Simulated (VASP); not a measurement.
# CdS (P6_3mc) in VASP: further runs, part 2 of 2

VASP 6.6.1.

### 3 Relaxation of cell and atoms, PBE+D3(BJ)

This run uses another cell than the first one, of 26.04 Å³/atom, 1.038 times its volume.

INCAR

```
SYSTEM = CdS
  PREC = Accurate
  ENCUT = 600
  EDIFF = 1E-6
  ISMEAR = 0
  SIGMA = 0.02
  LREAL = .FALSE.
  LASPH = .TRUE.
  NELM = 100
  ALGO = Normal
  ISIF = 3
  LWAVE = .FALSE.
  LCHARG = .FALSE.
  GGA = PE
  IVDW = 12
  IBRION = 2
  NSW = 70
  EDIFFG = -0.005
```

KPOINTS

```
Automatic mesh
0
G
  6 6 4
  0 0 0
```

POSCAR

```
CdS
1.0
    4.1969590873      0.0000000000      0.0000000000
   -2.0984795437      3.6346731883      0.0000000000
    0.0000000000      0.0000000000      6.8279106676
Cd S
2 2
Direct
    0.3333333333      0.6666666667     -0.0008015542
    0.6666666667      0.3333333333      0.4991984458
    0.3333333333      0.6666666667      0.3758015542
    0.6666666667      0.3333333333      0.8758015542
```

Potentials or basis: VASP PAW PBE potentials, release 64 (Cd, S).

Command:

```sh
> cat potpaw_PBE.64/Cd/POTCAR potpaw_PBE.64/S/POTCAR > POTCAR
> mpirun -np 1 vasp_std > vasp.out
```

OUTCAR:

```text
SYSTEM = CdS
   PREC = Accurate
   ENCUT = 600
   EDIFF = 1E-6
   ISMEAR = 0
   LREAL = .FALSE.
   LASPH = .TRUE.
   NELM = 100
   ISIF = 3
   GGA = PE
   IVDW = 12
   IBRION = 2
   NSW = 70
   EDIFFG = -0.005
 IVDW          = 12

 ion  position               nearest neighbor table
   1  0.333  0.667  0.999-   4 2.57   4 2.57   4 2.57   3 2.57
   2  0.667  0.333  0.499-   3 2.57   3 2.57   3 2.57   4 2.57
   3  0.333  0.667  0.376-   2 2.57   2 2.57   2 2.57   1 2.57
   4  0.667  0.333  0.876-   1 2.57   1 2.57   1 2.57   2 2.57

  LATTYP: Found a hexagonal cell.
 ALAT       =     4.1969590873
 C/A-ratio  =     1.6268709143

  Lattice vectors:

 A1 = (   4.1969590873,   0.0000000000,   0.0000000000)
 A2 = (  -2.0984795437,   3.6346731883,   0.0000000000)
 A3 = (   0.0000000000,   0.0000000000,   6.8279106676)

Analysis of symmetry for initial positions (statically):
=====================================================================
 Subroutine PRICEL returns:
 Original cell was already a primitive cell.

 Routine SETGRP: Setting up the symmetry group for a
 hexagonal supercell.

 Subroutine GETGRP returns: Found 12 space group operations
 (whereof  6 operations were pure point group operations)
 out of a pool of 24 trial point group operations.

The static configuration has the point symmetry C_3v.
 The point group associated with its full space group is C_6v.

Analysis of symmetry for dynamics (positions and initial velocities):
=====================================================================
 Subroutine PRICEL returns:
 Original cell was already a primitive cell.

 Routine SETGRP: Setting up the symmetry group for a
 hexagonal supercell.

 Subroutine GETGRP returns: Found 12 space group operations
 (whereof  6 operations were pure point group operations)
 out of a pool of 24 trial point group operations.

The dynamic configuration has the point symmetry C_3v.
 The point group associated with its full space group is C_6v.

 Subroutine INISYM returns: Found 12 space group operations
 (whereof  6 operations are pure point group operations),
 and found     1 'primitive' translations

----------------------------------------------------------------------------------------

                                     Primitive cell

  volume of cell :     104.1569

  direct lattice vectors                    reciprocal lattice vectors
     4.196959087  0.000000000  0.000000000     0.238267750  0.137563950  0.000000000
    -2.098479544  3.634673188  0.000000000     0.000000000  0.275127900  0.000000000
     0.000000000  0.000000000  6.827910668     0.000000000  0.000000000  0.146457686

  length of vectors
     4.196959087  4.196959087  6.827910668     0.275127900  0.275127900  0.146457686

  position of ions in fractional coordinates (direct lattice)
     0.333333333  0.666666667  0.999198446
     0.666666667  0.333333333  0.499198446
     0.333333333  0.666666667  0.375801554
     0.666666667  0.333333333  0.875801554

  ion indices of the primitive-cell ions
   primitive index   ion index
                 1           1
                 2           2
                 3           3
                 4           4

----------------------------------------------------------------------------------------

 KPOINTS: Automatic mesh

Automatic generation of k-mesh.
 Grid dimensions read from file:
 generate k-points for:    6    6    4

 Generating k-lattice:

  Cartesian coordinates                     Fractional coordinates (reciprocal lattice)
     0.039711292  0.022927325  0.000000000     0.166666667 -0.000000000  0.000000000
     0.000000000  0.045854650  0.000000000     0.000000000  0.166666667  0.000000000
     0.000000000  0.000000000  0.036614422     0.000000000  0.000000000  0.250000000

  Length of vectors
     0.045854650  0.045854650  0.036614422

  Shift w.r.t. Gamma in fractional coordinates (k-lattice)
     0.000000000  0.000000000  0.000000000

 Subroutine IBZKPT returns following result:
 ===========================================

 Found     21 irreducible k-points:

 Following reciprocal coordinates:
            Coordinates               Weight
  0.000000  0.000000  0.000000      1.000000
  0.166667  0.000000  0.000000      6.000000
  0.333333  0.000000  0.000000      6.000000
  0.500000  0.000000  0.000000      3.000000
  0.166667  0.166667  0.000000      6.000000
  0.333333  0.166667  0.000000     12.000000
[... 13 lines left out ...]
  0.333333  0.166667  0.500000     12.000000
  0.333333  0.333333  0.500000      2.000000
   k-points           NKPTS =     21   k-points in BZ     NKDIM =     21   number of bands    NBANDS=     22
   number of dos      NEDOS =    301   number of ions     NIONS =      4
   total plane-waves  NPLWV =  72576
   dimension x,y,z NGX =    36 NGY =   36 NGZ =   56
   dimension x,y,z NGXF=    72 NGYF=   72 NGZF=  112
   ions per type =               2   2
   NGX,Y,Z   is equivalent  to a cutoff of  14.26, 14.26, 13.63 a.u.
   NGXF,Y,Z  is equivalent  to a cutoff of  28.52, 28.52, 27.27 a.u.
 SYSTEM =  CdS
   PREC   = accura    normal or accurate (medium, high low for compatibility)
   ISTART =      0    job   : 0-new  1-cont  2-samecut
   ICHARG =      2    charge: 1-file 2-atom 10-const
   ISPIN  =      1    spin polarized calculation?
   LNONCOLLINEAR =      F non collinear calculations
   LSORBIT =      F    spin-orbit coupling
   LASPH  =      T    aspherical Exc in radial PAW
   ENCUT  =  600.0 eV  44.10 Ry    6.64 a.u.   8.38  8.38 13.64*2*pi/ulx,y,z
   NELM   =    100;   NELMIN=  2; NELMDL= -5     # of ELM steps
   EDIFF  = 0.1E-05   stopping-criterion for ELM
   LREAL  =      F    real-space projection
   EDIFFG = -.5E-02   stopping-criterion for IOM
   NSW    =     70    number of steps for IOM
   IBRION =      2    ionic relax: 0-MD 1-quasi-New 2-CG
   NFREE  =      1    steps in history (QN), initial steepest desc. (CG)
   ISIF   =      3    stress and relaxation
   ISYM   =      2    0-nonsym 1-usesym 2-fastsym
   POTIM  = 0.5000    time-step for ionic-motion
   TEBEG  =    0.0;   TEEND  =   0.0 temperature during run
   PSTRESS=    0.0 pullay stress
   NELECT =      36.0000    total number of electrons
   NUPDOWN=      -1.0000    fix difference up-down
   EMIN   =  10.00;   EMAX   =-10.00  energy-range for DOS
   EFERMI =   0.00;   METHOD = LEGACY
   ISMEAR =     0;   SIGMA  =   0.02  broadening in eV -4-tet -1-fermi 0-gaus
   EFERMI_NEDOS =   21; number of points for ismear=-14 and -15
   IALGO  =     38    algorithm
   IMIX   =      4    mixing-type and parameters
     AMIX     =   0.40;   BMIX     =  1.00
     AMIX_MAG =   1.60;   BMIX_MAG =  1.00
  volume/ion in A,a.u.               =      26.04       175.72
  Fermi-wavevector in a.u.,A,eV,Ry     =   1.148893  2.171093 17.959088  1.319956
  Thomas-Fermi vector in A             =   2.285566
   LORBIT       =      0    0 simple, 1 ext, 2 COOP (PROOUT), +10 PAW based schemes
   GGA     = PE    functional components
   LHFCALC =     F    Hartree Fock is set to
   AEXX    =    0.0000 exact exchange contribution
   IVDW    =    12    specifies the selected vdW correction
   LEPSILON=     F    determine dielectric tensor
   LRPA    =     F    only Hartree local field effects (RPA)
 conjugate gradient relaxation of ions
 non-spin polarized calculation
 Gauss-broadening in eV      SIGMA  =   0.02
  energy-cutoff  :      600.00
  volume of cell :      104.16
 maximum number of plane-waves:      3544
 NGX is ok and might be reduce to    36
   NGX = 17   NGY = 17   NGZ = 27

--------------------------------------- Ionic step        1  -------------------------------------------

 number of electron      36.0000003 magnetization

 Free energy of the ion-electron system (eV)
  ---------------------------------------------------
  ext. energy  EPLUGINS =         0.00000000
  ---------------------------------------------------
  free energy    TOTEN  =       -12.29716004 eV

  energy without entropy =      -12.29716004  energy(sigma->0) =      -12.29716004

------------------------ aborting loop because EDIFF is reached ----------------------------------------

 Edisp (eV)   -1.16128

 E8    (eV) :    -0.4726

  FORCE on cell =-STRESS in cart. coord.  units (eV):
  Direction    XX          YY          ZZ          XY          YZ          ZX
  --------------------------------------------------------------------------------------
  -------------------------------------------------------------------------------------
  Total      -1.14806    -1.14806    -1.13630     0.00000     0.00000     0.00000
  in kB     -17.65992   -17.65992   -17.47904     0.00000     0.00000     0.00000
  external pressure =      -17.60 kB  Pullay stress =        0.00 kB
[... 65 lines left out ...]
  energy  without entropy=      -13.4754153306  energy(sigma->0) =      -13.47541533

--------------------------------------- Ionic step        3  -------------------------------------------

 number of electron      35.9999995 magnetization

 Free energy of the ion-electron system (eV)
  ---------------------------------------------------
  ext. energy  EPLUGINS =         0.00000000
  ---------------------------------------------------
  free energy    TOTEN  =       -12.27298051 eV

  energy without entropy =      -12.27298051  energy(sigma->0) =      -12.27298051

 E-fermi :   1.2601     XC(G=0):  -9.0675

 val. band max:        1.1748447324   @ k =   0.0000   0.0000   0.0000
 cond. band min:       2.3648244742   @ k =   0.0000   0.0000   0.0000
 fundamental gap:      1.1899797418
 Fermi energy:         1.2600754321

 k-point     1 :       0.0000    0.0000    0.0000
  band No.  band energies     occupation
      1     -11.0994      2.00000
      2     -10.6825      2.00000
      3      -6.4768      2.00000
      4      -6.4705      2.00000
      5      -6.4705      2.00000
      6      -6.3894      2.00000
[... 549 lines left out ...]
  FREE ENERGIE OF THE ION-ELECTRON SYSTEM (eV)
  ---------------------------------------------------
  free  energy   TOTEN  =       -13.4770959596 eV

  energy  without entropy=      -13.4770959596  energy(sigma->0) =      -13.47709596

 reached required accuracy - stopping structural energy minimisation
```

CONTCAR:

```text
CdS
   1.00000000000000
     4.1520225109765452    0.0000000000006182    0.0000000000000000
    -2.0760112555372019    3.5957569716427380    0.0000000000000000
     0.0000000000000000    0.0000000000000000    6.7555534364188325
  Cd              S
     2     2
Direct
     0.3333333332999970    0.6666666667000030    0.9992090674468187
     0.6666666667000030    0.3333333332999970    0.4992090674468186
     0.3333333332999970    0.6666666667000030    0.3757909325531814
     0.6666666667000030    0.3333333332999970    0.8757909325531813

  0.00000000E+00  0.00000000E+00  0.00000000E+00
  0.00000000E+00  0.00000000E+00  0.00000000E+00
  0.00000000E+00  0.00000000E+00  0.00000000E+00
  0.00000000E+00  0.00000000E+00  0.00000000E+00
```

It took 3 min on 1 thread of AMD EPYC 7R43 (Zen 3), shared host; peak memory 0.26 GiB.

Results:

| Item | Value |
| --- | --- |
| Free energy | -13.4771 eV |
| Relaxed volume | 25.21 Å³/atom |
| Relaxed cell | a = 4.152 Å, b = 4.152 Å, c = 6.756 Å, α = 90.00°, β = 90.00°, γ = 120.00° |
| Space group after relaxing (to 0.05 Å) | P6_3mc (No. 186) |
| Energy gained by relaxing | 4.7 meV/atom |
| Ionic steps | 3 |
| Pressure after relaxing | 0.0 GPa |
| Largest force after relaxing | 0.004 eV/Å |
| Band gap on the k mesh | 1.19 eV, direct |
| Dispersion energy per atom | -0.301 eV |

Forces on the atoms (eV/Å):
```
Cd   0.000  0.000  0.004
Cd   0.000  0.000  0.004
S    0.000  0.000 -0.004
S    0.000  0.000 -0.004
```

Step by step:
```csv
step,energy change (eV),largest force (eV/Å),pressure (GPa),volume (Å³)
1,0.0000,0.0020,-1.76,104.16
2,-0.0170,0.0053,0.58,99.90
3,-0.0187,0.0044,0.01,100.86
```

Final structure:
```
Cd S
1.0
     4.15202    0.00000    0.00000
    -2.07601    3.59576    0.00000
     0.00000    0.00000    6.75555
Cd S
2 2
Direct
  0.33333 0.66667 0.99921
  0.66667 0.33333 0.49921
  0.33333 0.66667 0.37579
  0.66667 0.33333 0.87579
```

A hybrid or GW would open this gap; PBE tends to underestimate it.
